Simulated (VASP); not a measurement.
# Ir2O3 (Pn-3m) in VASP: a series of runs

Ir2O3 is run at these levels: PBE; tasks: single point.

Program: VASP 6.6.1. These are calculated values, not measurements. Logs are shortened: lines on timing, memory, paths and dates and some standing lists are left out, and cuts for length are marked.

### 1 The cell of the first run

It takes space group Pn-3m (No. 224, cubic). The conventional cell has a = 4.807 Å, b = 4.807 Å, c = 4.807 Å, α = 90.00°, β = 90.00°, γ = 90.00°. Within 2.8 Å of Ir (site symmetry -3m) lie 6 O at 2.08 Å. O (site symmetry -42m) has 4 Ir at 2.08 Å and 4 O at 2.40 Å within 2.8 Å.

### 2 Single point, PBE

INCAR reads:

```
PREC = Accurate
ENCUT = 520
EDIFF = 1E-6
ISMEAR = -1
SIGMA = 0.06122561905347299
LREAL = F
LASPH = T
NELM = 80
ALGO = Normal
ISIF = 2
LWAVE = F
LCHARG = F
GGA = PE
NBANDS = 47
```

KPOINTS reads:

```
regular mesh
0
Gamma
  12 12 12
```

POSCAR reads:

```
Ir2O3
1.0
    4.8070429599      0.0000000000      0.0000000000
    0.0000000000      4.8070429599      0.0000000000
    0.0000000000      0.0000000000      4.8070429599
Ir O
4 6
Direct
    0.2500000000      0.2500000000      0.2500000000
    0.7500000000      0.7500000000      0.2500000000
    0.7500000000      0.2500000000      0.7500000000
    0.2500000000      0.7500000000      0.7500000000
    0.5000000000      0.0000000000      0.0000000000
    0.0000000000      0.5000000000      0.0000000000
    0.0000000000      0.0000000000      0.5000000000
    0.5000000000      0.5000000000      0.0000000000
    0.5000000000      0.0000000000      0.5000000000
    0.0000000000      0.5000000000      0.5000000000
```

Potentials or basis: VASP PAW PBE potentials, release 64 (Ir, O).

On the command line:

```bash
cat potpaw_PBE.64/Ir/POTCAR potpaw_PBE.64/O/POTCAR > POTCAR
mpirun -np 1 vasp_std > vasp.out
```

OUTCAR:

```text
PREC = Accurate
   ENCUT = 520
   EDIFF = 1E-6
   ISMEAR = -1
   LREAL = F
   LASPH = T
   NELM = 80
   ISIF = 2
   GGA = PE

 ion  position               nearest neighbor table
   1  0.250  0.250  0.250-   5 2.08   6 2.08   7 2.08   8 2.08   9 2.08  10 2.08   2 3.40   3 3.40
                             4 3.40   3 3.40   4 3.40   2 3.40   4 3.40   4 3.40   2 3.40   3 3.40
   2  0.750  0.750  0.250-   5 2.08   6 2.08   7 2.08   8 2.08   9 2.08  10 2.08   1 3.40   3 3.40
                             4 3.40   3 3.40   4 3.40   1 3.40   3 3.40   3 3.40   1 3.40   4 3.40
   3  0.750  0.250  0.750-   5 2.08   6 2.08   7 2.08   8 2.08   9 2.08  10 2.08   1 3.40   2 3.40
                             4 3.40   1 3.40   2 3.40   2 3.40   4 3.40   2 3.40   1 3.40   4 3.40
   4  0.250  0.750  0.750-   5 2.08   6 2.08   7 2.08   8 2.08   9 2.08  10 2.08   1 3.40   2 3.40
                             3 3.40   1 3.40   2 3.40   1 3.40   3 3.40   1 3.40   2 3.40   3 3.40
   5  0.500  0.000  0.000-   1 2.08   2 2.08   3 2.08   4 2.08
   6  0.000  0.500  0.000-   1 2.08   2 2.08   3 2.08   4 2.08
   7  0.000  0.000  0.500-   1 2.08   2 2.08   3 2.08   4 2.08
   8  0.500  0.500  0.000-   1 2.08   2 2.08   3 2.08   4 2.08
   9  0.500  0.000  0.500-   1 2.08   2 2.08   3 2.08   4 2.08
  10  0.000  0.500  0.500-   1 2.08   2 2.08   3 2.08   4 2.08

  LATTYP: Found a simple cubic cell.
 ALAT       =     4.8070429599

  Lattice vectors:

 A1 = (   4.8070429599,   0.0000000000,   0.0000000000)
 A2 = (   0.0000000000,   4.8070429599,   0.0000000000)
 A3 = (   0.0000000000,   0.0000000000,   4.8070429599)

Analysis of symmetry for initial positions (statically):
=====================================================================
 Subroutine PRICEL returns:
 Original cell was already a primitive cell.

 Routine SETGRP: Setting up the symmetry group for a
 simple cubic supercell.

 Subroutine GETGRP returns: Found 48 space group operations
 (whereof 24 operations were pure point group operations)
 out of a pool of 48 trial point group operations.

The static configuration has the point symmetry T_d .
 The point group associated with its full space group is O_h .

Analysis of symmetry for dynamics (positions and initial velocities):
=====================================================================
 Subroutine PRICEL returns:
 Original cell was already a primitive cell.

 Routine SETGRP: Setting up the symmetry group for a
 simple cubic supercell.

 Subroutine GETGRP returns: Found 48 space group operations
 (whereof 24 operations were pure point group operations)
 out of a pool of 48 trial point group operations.

The dynamic configuration has the point symmetry T_d .
 The point group associated with its full space group is O_h .

 Subroutine INISYM returns: Found 48 space group operations
 (whereof 24 operations are pure point group operations),
 and found     1 'primitive' translations

----------------------------------------------------------------------------------------

                                     Primitive cell

  volume of cell :     111.0795

  direct lattice vectors                    reciprocal lattice vectors
     4.807042960  0.000000000  0.000000000     0.208028097  0.000000000  0.000000000
     0.000000000  4.807042960  0.000000000     0.000000000  0.208028097  0.000000000
     0.000000000  0.000000000  4.807042960     0.000000000  0.000000000  0.208028097

  length of vectors
     4.807042960  4.807042960  4.807042960     0.208028097  0.208028097  0.208028097

  position of ions in fractional coordinates (direct lattice)
     0.250000000  0.250000000  0.250000000
     0.750000000  0.750000000  0.250000000
     0.750000000  0.250000000  0.750000000
     0.250000000  0.750000000  0.750000000
     0.500000000  0.000000000  0.000000000
     0.000000000  0.500000000  0.000000000
     0.000000000  0.000000000  0.500000000
     0.500000000  0.500000000  0.000000000
     0.500000000  0.000000000  0.500000000
     0.000000000  0.500000000  0.500000000

  ion indices of the primitive-cell ions
   primitive index   ion index
                 1           1
                 2           2
                 3           3
                 4           4
                 5           5
                 6           6
                 7           7
                 8           8
                 9           9
                10          10

----------------------------------------------------------------------------------------

 KPOINTS: regular mesh

Automatic generation of k-mesh.
 Grid dimensions read from file:
 generate k-points for:   12   12   12

 Generating k-lattice:

  Cartesian coordinates                     Fractional coordinates (reciprocal lattice)
     0.017335675  0.000000000  0.000000000     0.083333333  0.000000000  0.000000000
     0.000000000  0.017335675  0.000000000     0.000000000  0.083333333  0.000000000
     0.000000000  0.000000000  0.017335675     0.000000000  0.000000000  0.083333333

  Length of vectors
     0.017335675  0.017335675  0.017335675

  Shift w.r.t. Gamma in fractional coordinates (k-lattice)
     0.000000000  0.000000000  0.000000000

 Subroutine IBZKPT returns following result:
 ===========================================

 Found     84 irreducible k-points:

 Following reciprocal coordinates:
            Coordinates               Weight
  0.000000  0.000000  0.000000      1.000000
  0.083333  0.000000  0.000000      6.000000
  0.166667  0.000000  0.000000      6.000000
  0.250000  0.000000  0.000000      6.000000
  0.333333  0.000000  0.000000      6.000000
  0.416667  0.000000  0.000000      6.000000
[... 16 lines left out ...]
  0.333333  0.333333  0.000000     12.000000
  0.416667  0.333333  0.000000     24.000000
 [... further k-points ...]
   k-points           NKPTS =     84   k-points in BZ     NKDIM =     84   number of bands    NBANDS=     47
   number of dos      NEDOS =    301   number of ions     NIONS =     10
   total plane-waves  NPLWV =  46656
   dimension x,y,z NGX =    36 NGY =   36 NGZ =   36
   dimension x,y,z NGXF=    72 NGYF=   72 NGZF=   72
   ions per type =               4   6
   NGX,Y,Z   is equivalent  to a cutoff of  12.45, 12.45, 12.45 a.u.
   NGXF,Y,Z  is equivalent  to a cutoff of  24.90, 24.90, 24.90 a.u.
 SYSTEM =  unknown system
   PREC   = accura    normal or accurate (medium, high low for compatibility)
   ISTART =      0    job   : 0-new  1-cont  2-samecut
   ICHARG =      2    charge: 1-file 2-atom 10-const
   ISPIN  =      1    spin polarized calculation?
   LNONCOLLINEAR =      F non collinear calculations
   LSORBIT =      F    spin-orbit coupling
   LASPH  =      T    aspherical Exc in radial PAW
   ENCUT  =  520.0 eV  38.22 Ry    6.18 a.u.   8.94  8.94  8.94*2*pi/ulx,y,z
   NELM   =     80;   NELMIN=  2; NELMDL= -5     # of ELM steps
   EDIFF  = 0.1E-05   stopping-criterion for ELM
   LREAL  =      F    real-space projection
   EDIFFG = 0.1E-04   stopping-criterion for IOM
   NSW    =      0    number of steps for IOM
   IBRION =     -1    ionic relax: 0-MD 1-quasi-New 2-CG
   NFREE  =      0    steps in history (QN), initial steepest desc. (CG)
   ISIF   =      2    stress and relaxation
   ISYM   =      2    0-nonsym 1-usesym 2-fastsym
   POTIM  = 0.5000    time-step for ionic-motion
   TEBEG  =    0.0;   TEEND  =   0.0 temperature during run
   PSTRESS=    0.0 pullay stress
   NELECT =      72.0000    total number of electrons
   NUPDOWN=      -1.0000    fix difference up-down
   EMIN   =  10.00;   EMAX   =-10.00  energy-range for DOS
   EFERMI =   0.00;   METHOD = LEGACY
   ISMEAR =    -1;   SIGMA  =   0.06  broadening in eV -4-tet -1-fermi 0-gaus
   EFERMI_NEDOS =   21; number of points for ismear=-14 and -15
   IALGO  =     38    algorithm
   IMIX   =      4    mixing-type and parameters
     AMIX     =   0.40;   BMIX     =  1.00
     AMIX_MAG =   1.60;   BMIX_MAG =  1.00
  volume/ion in A,a.u.               =      11.11        74.96
  Fermi-wavevector in a.u.,A,eV,Ry     =   1.416797  2.677358 27.311165  2.007314
  Thomas-Fermi vector in A             =   2.538094
   LORBIT       =      0    0 simple, 1 ext, 2 COOP (PROOUT), +10 PAW based schemes
   GGA     = PE    functional components
   LHFCALC =     F    Hartree Fock is set to
   AEXX    =    0.0000 exact exchange contribution
   IVDW    =     0    specifies the selected vdW correction
   LEPSILON=     F    determine dielectric tensor
   LRPA    =     F    only Hartree local field effects (RPA)
 non-spin polarized calculation
  energy-cutoff  :      520.00
  volume of cell :      111.08
 maximum number of plane-waves:      3028
 NGX is ok and might be reduce to    36
   NGX = 17   NGY = 17   NGZ = 17

 number of electron      71.9999980 magnetization

 Free energy of the ion-electron system (eV)
  ---------------------------------------------------
  ext. energy  EPLUGINS =         0.00000000
  ---------------------------------------------------
  free energy    TOTEN  =       -68.55319228 eV

  energy without entropy =      -68.54303803  energy(sigma->0) =      -68.54811516

 E-fermi :   6.9852     XC(G=0): -12.2902

 val. band max:        6.8152443058   @ k =   0.0000   0.0000   0.0000
 cond. band min:       7.0307936723   @ k =   0.0000   0.0000   0.0000
 fundamental gap:      0.2155493665
 Fermi energy:         6.9851919823

 k-point     1 :       0.0000    0.0000    0.0000
  band No.  band energies     occupation
      1     -15.0569      2.00000
      2     -13.4269      2.00000
      3     -13.4269      2.00000
      4     -13.1625      2.00000
      5     -13.1625      2.00000
      6     -11.9753      2.00000
[... 39 lines left out ...]
     46      10.2137      0.00000
     47      16.0299      0.00000

 k-point     2 :       0.0833    0.0000    0.0000
  band No.  band energies     occupation
      1     -15.0321      2.00000
      2     -13.4565      2.00000
      3     -13.4230      2.00000
      4     -13.1676      2.00000
      5     -13.1479      2.00000
      6     -12.0068      2.00000
[... 39 lines left out ...]
     46      10.2244      0.00000
     47      15.9093      0.00000

 k-point     3 :       0.1667    0.0000    0.0000
  band No.  band energies     occupation
      1     -14.9584      2.00000
      2     -13.5432      2.00000
      3     -13.4115      2.00000
      4     -13.1822      2.00000
      5     -13.1046      2.00000
      6     -12.0948      2.00000
[... 39 lines left out ...]
     46      10.5332      0.00000
     47      15.5741      0.00000

 k-point     4 :       0.2500    0.0000    0.0000
  band No.  band energies     occupation
      1     -14.8392      2.00000
      2     -13.6811      2.00000
      3     -13.3922      2.00000
      4     -13.2052      2.00000
      5     -13.0337      2.00000
      6     -12.2236      2.00000
[... 939 lines left out ...]
     46      12.2327      0.00000
     47      14.3623      0.00000

 k-point    23 :       0.3333    0.3333    0.0000
  band No.  band energies     occupation
      1     -14.3859      2.00000
      2     -13.8662      2.00000
      3     -13.4925      2.00000
      4     -13.2875      2.00000
      5     -12.9437      2.00000
      6     -12.6425      2.00000
[... 39 lines left out ...]
     46      12.3850      0.00000
     47      14.0872      0.00000

 k-point    24 :       0.4167    0.3333    0.0000
  band No.  band energies     occupation
      1     -14.2435      2.00000
      2     -13.9597      2.00000
      3     -13.4708      2.00000
      4     -13.3479      2.00000
      5     -12.8961      2.00000
      6     -12.7394      2.00000
[... 39 lines left out ...]
     46      12.5351      0.00000
     47      13.9501      0.00000

 [... further k-points ...]

------------------------ aborting loop because EDIFF is reached ----------------------------------------

  FORCE on cell =-STRESS in cart. coord.  units (eV):
  Direction    XX          YY          ZZ          XY          YZ          ZX
  --------------------------------------------------------------------------------------
  -------------------------------------------------------------------------------------
  Total        0.9485662      0.9485662      0.9485662      0.0000000     -0.0000000      0.0000000
  in kB       13.6818305     13.6818305     13.6818305      0.0000000     -0.0000000      0.0000000
  external PRESSURE =      13.6818305 kB  Pullay stress =       0.0000000 kB

 VOLUME and BASIS-vectors are now :
 -----------------------------------------------------------------------------
  energy-cutoff  :      520.00
  volume of cell :      111.08
      direct lattice vectors                 reciprocal lattice vectors
     4.807042960  0.000000000  0.000000000     0.208028097  0.000000000  0.000000000
     0.000000000  4.807042960  0.000000000     0.000000000  0.208028097  0.000000000
     0.000000000  0.000000000  4.807042960     0.000000000  0.000000000  0.208028097

 POSITION                                       TOTAL-FORCE (eV/Angst)
 -----------------------------------------------------------------------------------
      1.20176      1.20176      1.20176        -0.000000     -0.000000     -0.000000
      3.60528      3.60528      1.20176         0.000000      0.000000      0.000000
      3.60528      1.20176      3.60528        -0.000000      0.000000     -0.000000
      1.20176      3.60528      3.60528         0.000000      0.000000      0.000000
      2.40352      0.00000      0.00000         0.000000     -0.000000      0.000000
      0.00000      2.40352      0.00000         0.000000     -0.000000      0.000000
      0.00000      0.00000      2.40352         0.000000     -0.000000      0.000000
      2.40352      2.40352      0.00000         0.000000      0.000000      0.000000
      2.40352      0.00000      2.40352         0.000000     -0.000000     -0.000000
      0.00000      2.40352      2.40352         0.000000      0.000000     -0.000000
 -----------------------------------------------------------------------------------
    total drift:                               -0.000000      0.000000     -0.000000

  FREE ENERGIE OF THE ION-ELECTRON SYSTEM (eV)
  ---------------------------------------------------
  free  energy   TOTEN  =       -68.5531922849 eV

  energy  without entropy=      -68.5430380315  energy(sigma->0) =      -68.54811516
```

Run time: 3.1 min. Hardware: 1 thread of Intel Xeon 6975P-C (Granite Rapids), shared host; peak memory 0.43 GiB.

Results:

```
Free energy            : -68.5532 eV
Pressure               : 1.4 GPa
Band gap on the k mesh : 0.22 eV
```

Levels at points of the mesh, in eV from the valence-band top:
| k point | band 34 | band 35 | band 36 | band 37 | band 38 | band 39 |
| --- | --- | --- | --- | --- | --- | --- |
| (0.00, 0.00, 0.00) | 0.00 | 0.00 | 0.00 | 0.22 | 0.22 | 2.06 |
| (0.50, 0.00, 0.00) | -0.80 | -0.16 | -0.16 | 0.82 | 0.82 | 2.00 |
| (0.50, 0.50, 0.00) | -0.65 | -0.49 | -0.49 | 1.39 | 1.39 | 1.63 |
| (0.50, 0.50, 0.50) | -0.35 | -0.35 | -0.35 | 0.29 | 0.29 | 0.29 |

Caveat: spin-orbit coupling is left out, which moves the levels of the heavy elements. A k mesh can miss the band edges.

[end of part 1 of 2]
